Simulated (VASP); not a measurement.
Input of a VASP 6.6.1 run:

File INCAR:

```
  PREC = Accurate
  ENCUT = 520
  EDIFF = 1E-6
  ISMEAR = 0
  SIGMA = 0.1
  LREAL = False
  LASPH = True
  NELM = 150
  ALGO = Normal
  ISIF = 2
  LWAVE = False
  LCHARG = False
  ISPIN = 2
  MAGMOM = 4.63 0.14
  LORBIT = 11
  LMAXMIX = 4
  GGA = PE
  NBANDS = 20
```

Contents of KPOINTS:

```
regular mesh
0
Gamma
  14 14 14
```

Contents of POSCAR:

```
MnS
1.0
    0.0000000000      2.8775926796      2.8775926796
    2.8775926796      0.0000000000      2.8775926796
    2.8775926796      2.8775926796      0.0000000000
Mn S
1 1
Direct
    0.0000000000      0.0000000000      0.0000000000
    0.7500000000      0.7500000000      0.7500000000
```

Potentials or basis: VASP PAW PBE potentials, release 64 (Mn_pv, S).

The run is started by

```bash
$ cat potpaw_PBE.64/Mn_pv/POTCAR potpaw_PBE.64/S/POTCAR > POTCAR
$ mpirun -np 1 vasp_std > vasp.out
```

Problem. What does it give for the net moment?

Solution. 5.00 μB per cell.

Problem. Predict the pressure.

Solution. -3.0 GPa.

Problem. What does it give for the site moments?

Solution. Mn +4.41; S +0.09 μB.

Problem. Estimate the band gap on the k mesh.

Solution. 0.24 eV (least direct gap 0.69 eV).

Caveat: a cell with one magnetic atom can't hold antiferromagnetic order, which such compounds often take. A k mesh can miss the band edges.
